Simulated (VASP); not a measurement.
# InSb (P4/mmm) in VASP: a series of runs

The runs below take InSb through single point, with PBEsol.

All numbers are computed with VASP 6.6.1; they aren't measurements. Logs are shortened: lines on timing, memory, paths and dates and some standing lists are left out, and cuts for length are marked.

### 1 The cell of the first run

Symmetry: P4/mmm, No. 123, tetragonal system. The conventional cell has a = 2.865 Å, b = 2.865 Å, c = 6.300 Å, α = 90.00°, β = 90.00°, γ = 90.00°. In (site symmetry 4/mmm) has 4 In at 2.86 Å and 2 Sb at 3.15 Å within 3.8 Å. Within 3.8 Å of Sb (site symmetry 4/mmm) lie 4 Sb at 2.86 Å and 2 In at 3.15 Å.

### 2 Single point, PBEsol (25.85 Å³/atom)

INCAR

```
ALGO = Normal ; EDIFF = 1E-6
ENCUT = 500 ; GGA = PS
GGA_COMPAT = False ; ISIF = 2
ISMEAR = 0 ; LASPH = True
LCHARG = False ; LREAL = False
LWAVE = False ; NBANDS = 16
NELM = 120 ; PREC = Accurate
SIGMA = 0.15
```

KPOINTS

```
k-points
0
Gamma
  16 16 8
```

POSCAR

```
InSb
1.0
    2.8647113726      0.0000000000      0.0000000000
    0.0000000000      2.8647113726      0.0000000000
    0.0000000000      0.0000000000      6.3000732506
In Sb
1 1
Direct
    0.0000000000      0.0000000000      0.0000000000
    0.0000000000      0.0000000000      0.5000000000
```

Potentials or basis: VASP PAW PBE potentials, release 64 (In_d, Sb).

Started as:

```sh
$ cat potpaw_PBE.64/In_d/POTCAR potpaw_PBE.64/Sb/POTCAR > POTCAR
$ mpirun -np 1 vasp_std > vasp.out
```

OUTCAR:

```text
EDIFF = 1E-6
   ENCUT = 500
   GGA = PS
   ISIF = 2
   ISMEAR = 0
   LASPH = True
   LREAL = False
   NELM = 120
   PREC = Accurate

 ion  position               nearest neighbor table
   1  0.000  0.000  0.000-   2 3.15   2 3.15
   2  0.000  0.000  0.500-   1 3.15   1 3.15

  LATTYP: Found a simple tetragonal cell.
 ALAT       =     2.8647113726
 C/A-ratio  =     2.1992000000

  Lattice vectors:

 A1 = (   2.8647113726,   0.0000000000,   0.0000000000)
 A2 = (   0.0000000000,   2.8647113726,   0.0000000000)
 A3 = (   0.0000000000,   0.0000000000,   6.3000732506)

Analysis of symmetry for initial positions (statically):
=====================================================================
 Subroutine PRICEL returns:
 Original cell was already a primitive cell.

 Routine SETGRP: Setting up the symmetry group for a
 simple tetragonal supercell.

 Subroutine GETGRP returns: Found 16 space group operations
 (whereof 16 operations were pure point group operations)
 out of a pool of 16 trial point group operations.

The static configuration has the point symmetry D_4h.

Analysis of symmetry for dynamics (positions and initial velocities):
=====================================================================
 Subroutine PRICEL returns:
 Original cell was already a primitive cell.

 Routine SETGRP: Setting up the symmetry group for a
 simple tetragonal supercell.

 Subroutine GETGRP returns: Found 16 space group operations
 (whereof 16 operations were pure point group operations)
 out of a pool of 16 trial point group operations.

The dynamic configuration has the point symmetry D_4h.

 Subroutine INISYM returns: Found 16 space group operations
 (whereof 16 operations are pure point group operations),
 and found     1 'primitive' translations

----------------------------------------------------------------------------------------

                                     Primitive cell

  volume of cell :      51.7020

  direct lattice vectors                    reciprocal lattice vectors
     2.864711373  0.000000000  0.000000000     0.349075306  0.000000000  0.000000000
     0.000000000  2.864711373  0.000000000     0.000000000  0.349075306  0.000000000
     0.000000000  0.000000000  6.300073251     0.000000000  0.000000000  0.158728313

  length of vectors
     2.864711373  2.864711373  6.300073251     0.349075306  0.349075306  0.158728313

  position of ions in fractional coordinates (direct lattice)
     0.000000000  0.000000000  0.000000000
     0.000000000  0.000000000  0.500000000

  ion indices of the primitive-cell ions
   primitive index   ion index
                 1           1
                 2           2

----------------------------------------------------------------------------------------

 KPOINTS: k-points

Automatic generation of k-mesh.
 Grid dimensions read from file:
 generate k-points for:   16   16    8

 Generating k-lattice:

  Cartesian coordinates                     Fractional coordinates (reciprocal lattice)
     0.021817207  0.000000000  0.000000000     0.062500000  0.000000000  0.000000000
     0.000000000  0.021817207  0.000000000     0.000000000  0.062500000  0.000000000
     0.000000000  0.000000000  0.019841039     0.000000000  0.000000000  0.125000000

  Length of vectors
     0.021817207  0.021817207  0.019841039

  Shift w.r.t. Gamma in fractional coordinates (k-lattice)
     0.000000000  0.000000000  0.000000000

 Subroutine IBZKPT returns following result:
 ===========================================

 Found    225 irreducible k-points:

 Following reciprocal coordinates:
            Coordinates               Weight
  0.000000  0.000000  0.000000      1.000000
  0.062500  0.000000  0.000000      4.000000
  0.125000  0.000000  0.000000      4.000000
  0.187500  0.000000  0.000000      4.000000
  0.250000  0.000000  0.000000      4.000000
  0.312500  0.000000  0.000000      4.000000
[... 16 lines left out ...]
  0.437500  0.125000  0.000000      8.000000
  0.500000  0.125000  0.000000      4.000000
 [... further k-points ...]
   k-points           NKPTS =    225   k-points in BZ     NKDIM =    225   number of bands    NBANDS=     16
   number of dos      NEDOS =    301   number of ions     NIONS =      2
   total plane-waves  NPLWV =  27648
   dimension x,y,z NGX =    24 NGY =   24 NGZ =   48
   dimension x,y,z NGXF=    48 NGYF=   48 NGZF=   96
   ions per type =               1   1
   NGX,Y,Z   is equivalent  to a cutoff of  13.93, 13.93, 12.67 a.u.
   NGXF,Y,Z  is equivalent  to a cutoff of  27.86, 27.86, 25.33 a.u.
 SYSTEM =  unknown system
   PREC   = accura    normal or accurate (medium, high low for compatibility)
   ISTART =      0    job   : 0-new  1-cont  2-samecut
   ICHARG =      2    charge: 1-file 2-atom 10-const
   ISPIN  =      1    spin polarized calculation?
   LNONCOLLINEAR =      F non collinear calculations
   LSORBIT =      F    spin-orbit coupling
   LASPH  =      T    aspherical Exc in radial PAW
   ENCUT  =  500.0 eV  36.75 Ry    6.06 a.u.   5.22  5.22 11.49*2*pi/ulx,y,z
   NELM   =    120;   NELMIN=  2; NELMDL= -5     # of ELM steps
   EDIFF  = 0.1E-05   stopping-criterion for ELM
   LREAL  =      F    real-space projection
   EDIFFG = 0.1E-04   stopping-criterion for IOM
   NSW    =      0    number of steps for IOM
   IBRION =     -1    ionic relax: 0-MD 1-quasi-New 2-CG
   NFREE  =      0    steps in history (QN), initial steepest desc. (CG)
   ISIF   =      2    stress and relaxation
   ISYM   =      2    0-nonsym 1-usesym 2-fastsym
   POTIM  = 0.5000    time-step for ionic-motion
   TEBEG  =    0.0;   TEEND  =   0.0 temperature during run
   PSTRESS=    0.0 pullay stress
   NELECT =      18.0000    total number of electrons
   NUPDOWN=      -1.0000    fix difference up-down
   EMIN   =  10.00;   EMAX   =-10.00  energy-range for DOS
   EFERMI =   0.00;   METHOD = LEGACY
   ISMEAR =     0;   SIGMA  =   0.15  broadening in eV -4-tet -1-fermi 0-gaus
   EFERMI_NEDOS =   21; number of points for ismear=-14 and -15
   IALGO  =     38    algorithm
   IMIX   =      4    mixing-type and parameters
     AMIX     =   0.40;   BMIX     =  1.00
     AMIX_MAG =   1.60;   BMIX_MAG =  1.00
  volume/ion in A,a.u.               =      25.85       174.45
  Fermi-wavevector in a.u.,A,eV,Ry     =   1.151675  2.176350 18.046155  1.326355
  Thomas-Fermi vector in A             =   2.288331
   LORBIT       =      0    0 simple, 1 ext, 2 COOP (PROOUT), +10 PAW based schemes
   GGA     = PS    functional components
   LHFCALC =     F    Hartree Fock is set to
   AEXX    =    0.0000 exact exchange contribution
   IVDW    =     0    specifies the selected vdW correction
   LEPSILON=     F    determine dielectric tensor
   LRPA    =     F    only Hartree local field effects (RPA)
 non-spin polarized calculation
 Gauss-broadening in eV      SIGMA  =   0.15
  energy-cutoff  :      500.00
  volume of cell :       51.70
 maximum number of plane-waves:      1343
 NGX is ok and might be reduce to    24
   NGX = 11   NGY = 11   NGZ = 23

 number of electron      18.0000007 magnetization

 Free energy of the ion-electron system (eV)
  ---------------------------------------------------
  ext. energy  EPLUGINS =         0.00000000
  ---------------------------------------------------
  free energy    TOTEN  =        -7.25198088 eV

  energy without entropy =       -7.24392418  energy(sigma->0) =       -7.24795253

 E-fermi :   8.0910     XC(G=0): -10.3680

 val. band max:        8.0835360372   @ k =   0.3750   0.2500   0.3750
 cond. band min:       8.0978746536   @ k =   0.3750   0.0000   0.1250
 fundamental gap:      0.0143386163
 Fermi energy:         8.0910064035

 k-point     1 :       0.0000    0.0000    0.0000
  band No.  band energies     occupation
      1      -7.2640      2.00000
      2      -6.8997      2.00000
      3      -6.2961      2.00000
      4      -6.2961      2.00000
      5      -6.1376      2.00000
      6      -4.6546      2.00000
[... 8 lines left out ...]
     15      18.3405      0.00000
     16      18.9498      0.00000

 k-point     2 :       0.0625    0.0000    0.0000
  band No.  band energies     occupation
      1      -7.2421      2.00000
      2      -6.8847      2.00000
      3      -6.3135      2.00000
      4      -6.2948      2.00000
      5      -6.1500      2.00000
      6      -4.5820      2.00000
[... 8 lines left out ...]
     15      18.4423      0.00000
     16      19.5169      0.00000

 k-point     3 :       0.1250    0.0000    0.0000
  band No.  band energies     occupation
      1      -7.1864      2.00000
      2      -6.8355      2.00000
      3      -6.3623      2.00000
      4      -6.2908      2.00000
      5      -6.1849      2.00000
      6      -4.3640      2.00000
[... 8 lines left out ...]
     15      17.8863      0.00000
     16      18.7434      0.00000

 k-point     4 :       0.1875    0.0000    0.0000
  band No.  band energies     occupation
      1      -7.1216      2.00000
      2      -6.7437      2.00000
      3      -6.4341      2.00000
      4      -6.2849      2.00000
      5      -6.2369      2.00000
      6      -4.0013      2.00000
[... 8 lines left out ...]
     15      18.1100      0.00000
     16      19.2307      0.00000

 k-point     5 :       0.2500    0.0000    0.0000
  band No.  band energies     occupation
      1      -7.0682      2.00000
      2      -6.6135      2.00000
      3      -6.5166      2.00000
      4      -6.2974      2.00000
      5      -6.2778      2.00000
      6      -3.4969      2.00000
[... 8 lines left out ...]
     15      18.4688      0.00000
     16      19.8817      0.00000

 k-point     6 :       0.3125    0.0000    0.0000
  band No.  band energies     occupation
      1      -7.0298      2.00000
      2      -6.5972      2.00000
      3      -6.4694      2.00000
      4      -6.3572      2.00000
      5      -6.2708      2.00000
      6      -2.8612      2.00000
[... 8 lines left out ...]
     15      18.8771      0.00000
     16      20.6603      0.00000

 k-point     7 :       0.3750    0.0000    0.0000
  band No.  band energies     occupation
      1      -7.0038      2.00000
      2      -6.6639      2.00000
      3      -6.4074      2.00000
      4      -6.3418      2.00000
      5      -6.2649      2.00000
      6      -2.1249      2.00000
[... 8 lines left out ...]
     15      19.3008      0.00000
     16      21.3349      0.00000

 k-point     8 :       0.4375    0.0000    0.0000
  band No.  band energies     occupation
      1      -6.9886      2.00000
      2      -6.7078      2.00000
      3      -6.4407      2.00000
      4      -6.2609      2.00000
      5      -6.2551      2.00000
      6      -1.3920      2.00000
[... 8 lines left out ...]
     15      19.4872      0.00000
     16      20.5054      0.00000

 k-point     9 :       0.5000    0.0000    0.0000
  band No.  band energies     occupation
      1      -6.9835      2.00000
      2      -6.7231      2.00000
      3      -6.4523      2.00000
      4      -6.2595      2.00000
      5      -6.2245      2.00000
      6      -1.0158      2.00000
[... 8 lines left out ...]
     15      19.1340      0.00000
     16      20.1797      0.00000
[... 172 lines left out ...]
 k-point    19 :       0.1875    0.1250    0.0000
  band No.  band energies     occupation
      1      -7.0002      2.00000
      2      -6.7216      2.00000
      3      -6.4280      2.00000
      4      -6.3476      2.00000
      5      -6.2943      2.00000
      6      -3.7120      2.00000
[... 8 lines left out ...]
     15      16.6217      0.00000
     16      18.4721      0.00000

 k-point    20 :       0.2500    0.1250    0.0000
  band No.  band energies     occupation
      1      -6.9340      2.00000
      2      -6.6028      2.00000
      3      -6.5089      2.00000
      4      -6.3602      2.00000
      5      -6.3400      2.00000
      6      -3.2088      2.00000
[... 8 lines left out ...]
     15      17.0609      0.00000
     16      18.8931      0.00000

 k-point    21 :       0.3125    0.1250    0.0000
  band No.  band energies     occupation
      1      -6.8928      2.00000
      2      -6.5881      2.00000
      3      -6.4653      2.00000
      4      -6.4196      2.00000
      5      -6.3320      2.00000
      6      -2.5743      2.00000
[... 8 lines left out ...]
     15      17.6738      0.00000
     16      19.4220      0.00000

 k-point    22 :       0.3750    0.1250    0.0000
  band No.  band energies     occupation
      1      -6.8671      2.00000
      2      -6.6539      2.00000
      3      -6.4836      2.00000
      4      -6.3258      2.00000
      5      -6.3252      2.00000
      6      -1.8392      2.00000
[... 8 lines left out ...]
     15      18.3471      0.00000
     16      18.9963      0.00000

 k-point    23 :       0.4375    0.1250    0.0000
  band No.  band energies     occupation
      1      -6.8523      2.00000
      2      -6.6972      2.00000
      3      -6.5193      2.00000
      4      -6.3206      2.00000
      5      -6.2373      2.00000
      6      -1.1072      2.00000
[... 8 lines left out ...]
     15      18.5987      0.00000
     16      19.3537      0.00000

 k-point    24 :       0.5000    0.1250    0.0000
  band No.  band energies     occupation
      1      -6.8474      2.00000
      2      -6.7123      2.00000
      3      -6.5320      2.00000
      4      -6.3190      2.00000
      5      -6.2058      2.00000
      6      -0.7314      2.00000
[... 8 lines left out ...]
     15      19.1169      0.00000
     16      19.5452      0.00000

 [... further k-points ...]

------------------------ aborting loop because EDIFF is reached ----------------------------------------

  FORCE on cell =-STRESS in cart. coord.  units (eV):
  Direction    XX          YY          ZZ          XY          YZ          ZX
  --------------------------------------------------------------------------------------
  -------------------------------------------------------------------------------------
  Total        3.5770110      3.5770110     -0.6958695      0.0000000      0.0000000     -0.0000000
  in kB      110.8468910    110.8468910    -21.5640868      0.0000000      0.0000000     -0.0000000
  external PRESSURE =      66.7098984 kB  Pullay stress =       0.0000000 kB

 VOLUME and BASIS-vectors are now :
 -----------------------------------------------------------------------------
  energy-cutoff  :      500.00
  volume of cell :       51.70
      direct lattice vectors                 reciprocal lattice vectors
     2.864711373  0.000000000  0.000000000     0.349075306  0.000000000  0.000000000
     0.000000000  2.864711373  0.000000000     0.000000000  0.349075306  0.000000000
     0.000000000  0.000000000  6.300073251     0.000000000  0.000000000  0.158728313

 POSITION                                       TOTAL-FORCE (eV/Angst)
 -----------------------------------------------------------------------------------
      0.00000      0.00000      0.00000         0.000000      0.000000      0.000000
      0.00000      0.00000      3.15004         0.000000      0.000000      0.000000
 -----------------------------------------------------------------------------------
    total drift:                                0.000000     -0.000000     -0.000000

  FREE ENERGIE OF THE ION-ELECTRON SYSTEM (eV)
  ---------------------------------------------------
  free  energy   TOTEN  =        -7.2519808824 eV

  energy  without entropy=       -7.2439241763  energy(sigma->0) =       -7.24795253
```

Wall time 3.3 min (1 thread of Intel Xeon 8259CL, shared host); peak memory 0.32 GiB.

What came out:

```yaml
Free_energy: -7.2520 eV
Pressure: 6.7 GPa
Band_gap_on_the_k_mesh: zero (bands 9 and 10 overlap by 6.30 eV)
```

Stress tensor (GPa, compression positive):
```
11.08  0.00  0.00
 0.00 11.08  0.00
 0.00  0.00 -2.16
```

Levels at points of the mesh, in eV from the Fermi level:
```csv
k point,band 6,band 7,band 8,band 9,band 10,band 11,band 12,band 13
"(0.00, 0.00, 0.00)",-12.75,-7.95,-5.39,3.82,5.45,5.45,7.55,8.63
"(0.50, 0.00, 0.00)",-9.11,-6.04,-3.32,-2.46,-2.32,2.57,7.22,8.55
"(0.50, 0.50, 0.00)",-5.07,-3.29,-3.29,0.67,0.83,0.83,1.90,2.55
"(0.00, 0.00, 0.50)",-12.65,-9.03,-2.04,-0.84,5.59,5.59,8.64,9.58
"(0.50, 0.00, 0.50)",-9.09,-5.84,-4.70,-3.08,1.36,2.80,5.00,6.02
"(0.50, 0.50, 0.50)",-5.08,-3.14,-3.14,-0.47,0.31,0.31,2.72,4.83
```

Caveat: the cell stands under pressure; the PAW data sets were made with another functional, which shifts forces and pressure a little; spin-orbit coupling is left out, which moves the levels of the heavy elements.

[end of part 1 of 3]
